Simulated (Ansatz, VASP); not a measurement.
# SiC in VASP and in Ansatz

The input INCAR:

```
SYSTEM = SiC
  PREC = Accurate
  ENCUT = 520
  EDIFF = 1E-7
  ISMEAR = 1
  SIGMA = 0.5
  LREAL = .FALSE.
  LASPH = .TRUE.
  NELM = 80
  ALGO = Normal
  ISIF = 2
  LWAVE = .FALSE.
  LCHARG = .TRUE.
  GGA = PE
  LELF = .TRUE.
  LVHAR = .TRUE.
  NBANDS = 11
```

Contents of KPOINTS:

```
regular mesh
0
G
  8 8 8
  0 0 0
```

Contents of POSCAR:

```
SiC
1.0
    0.0000000000      2.0138687949      2.0138687949
    2.0138687949      0.0000000000      2.0138687949
    2.0138687949      2.0138687949      0.0000000000
Si C
1 1
Direct
    0.0000000000      0.0000000000      0.0000000000
    0.5000000000      0.5000000000      0.5000000000
```

Input for Ansatz:

```yaml
crystal:
  lattice:
    - [0.0, 2.0138687949, 2.0138687949]
    - [2.0138687949, 0.0, 2.0138687949]
    - [2.0138687949, 2.0138687949, 0.0]
  atoms:
    - { symbol: Si, position: [0.0, 0.0, 0.0] }
    - { symbol: C, position: [0.5, 0.5, 0.5] }
kpoints:
  mp_grid: { grid: [8, 8, 8] }
hamiltonian:
  xc: pbe
scf:
  occupations: { method: cold, width: 0.5 }
  n_extra_bands: 4
output:
  forces: true
  stress: true
  eigenvalues: true
```

Alike in both runs: task single point; functional PBE; k mesh 8 × 8 × 8; no spin polarisation.

```csv
,VASP,Ansatz
version,VASP 6.6.1,Ansatz 0.2.0
potentials or method,"VASP PAW PBE potentials, release 64 (Si, C)",plane waves
plane-wave cutoff (eV),520,420
occupations,"methfessel-paxton of order 1, width 0.5 eV","cold, width 0.5 eV"
valence electrons in the cell,8,8
```

Ansatz gave:

```
pressure (GPa) : 5.7
```

What did VASP give for the same quantities?

Pressure (GPa): 6.0.
